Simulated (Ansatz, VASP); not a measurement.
**Two plane-wave programs on Sb**

```
CELL_PARAMETERS angstrom
2.12509 1.22692 3.70721
-2.12509 1.22692 3.70721
0.00000 -2.45384 3.70721
ATOMIC_POSITIONS crystal
Sb 0.76651 0.76651 0.76651
Sb 0.23349 0.23349 0.23349
```

Alike in both runs: task single point; functional B3LYP5; k mesh 4 × 4 × 4; occupations fermi-dirac, width 0.05 eV; no spin polarisation.

|  | VASP | Ansatz |
| --- | --- | --- |
| version | VASP 6.6.1 | Ansatz 0.2.0 |
| potentials or method | VASP PAW PBE potentials, release 64 (Sb_d_GW) | Ansatz PAW |
| plane-wave cutoff (eV) | 400 | 420 |
| valence electrons in the cell | 30 | 30 |

Ansatz gave:

* gap on the k mesh at the Fermi level (eV): 0.69
* least direct gap on the mesh (eV): 0.84
* rms of the force components (eV/Å): 0.097

Q: What did VASP give for the same quantities?

A: gap on the k mesh at the Fermi level (eV): 0.77; least direct gap on the mesh (eV): 0.91; rms of the force components (eV/Å): 0.079.

VASP's potentials were made for PBE, not for B3LYP5. Atom by atom the forces differ by 0.019 eV/Å (rms over components). With one functional, cell and mesh, what is left measures potentials, basis and numerics.

The k mesh is coarse, so the values compare programs but aren't converged. Spin-orbit coupling is off throughout.
